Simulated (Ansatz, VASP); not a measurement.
**Two plane-wave programs on Ir**

INCAR

```
SYSTEM = Ir
  PREC = Accurate
  ENCUT = 420
  EDIFF = 1E-6
  ISMEAR = -1
  SIGMA = 0.05
  LREAL = .FALSE.
  LASPH = .TRUE.
  NELM = 120
  ALGO = Normal
  ISIF = 2
  LWAVE = .FALSE.
  LCHARG = .FALSE.
  GGA = PS
  NBANDS = 50
  GGA_COMPAT = .FALSE.
  NELMDL = -8
```

File KPOINTS:

```
Automatic mesh
0
G
  13 13 1
  0 0 0
```

The input POSCAR:

```
Ir
1.0
    2.7088887785      0.0000000000      0.0000000000
    0.0000000000      2.7088887785      0.0000000000
    0.0000000000      0.0000000000     23.6619000000
Ir
5
Direct
    0.0000000000      0.0000000000      0.3417782078
    0.5000000000      0.5000000000      0.4180576804
    0.0000000000      0.0000000000      0.4999999998
    0.5000000000      0.5000000000      0.5819423198
    0.0000000000      0.0000000000      0.6582217921
```

Input for Ansatz:

```yaml
crystal:
  lattice:
    - [2.7088887785, 0.0, 0.0]
    - [0.0, 2.7088887785, 0.0]
    - [0.0, 0.0, 23.6619]
  atoms:
    - { symbol: Ir, position: [0.0, 0.0, 0.3417782078] }
    - { symbol: Ir, position: [0.5, 0.5, 0.4180576804] }
    - { symbol: Ir, position: [0.0, 0.0, 0.4999999998] }
    - { symbol: Ir, position: [0.5, 0.5, 0.5819423198] }
    - { symbol: Ir, position: [0.0, 0.0, 0.6582217921] }
kpoints:
  mp_grid: { grid: [13, 13, 1] }
scf:
  occupations: { method: fermi_dirac, width: 0.05 }
hamiltonian:
  xc: pbesol
  pseudopotentials: { kind: paw }
output:
  forces: true
  stress: true
  eigenvalues: true
  core_levels:
    shells: { Ir: ["4f"] }
    counted_from: fermi_level
    add_spin: false
  write_density: true
  write_potential: true
  elf: true
  volumetric_format: npy
```

Alike in both runs: task single point; functional PBEsol; k mesh 13 × 13 × 1; occupations fermi-dirac, width 0.05 eV; no spin polarisation.

|  | VASP | Ansatz |
| --- | --- | --- |
| version | VASP 6.6.1 | Ansatz 0.2.0 |
| potentials or method | VASP PAW PBE potentials, release 64 (Ir_sv_GW) | PAW with Ansatz's default frozen-core files, scalar-relativistic |
| plane-wave cutoff (eV) | 420 | 420 |
| valence electrons in the cell | 85 | 85 |

```tsv
	VASP	Ansatz	Ansatz less VASP
rms of the force components (eV/Å)	0.009	0.000	-0.0091
```

VASP's potentials were made for PBE, not for PBEsol. Atom by atom the forces differ by 0.009 eV/Å (rms over components). The functional is the same, so the differences come from potentials, cutoffs and numerics. Ansatz's warnings: xc potential rough in thin density.

Neither program's run includes spin-orbit coupling.
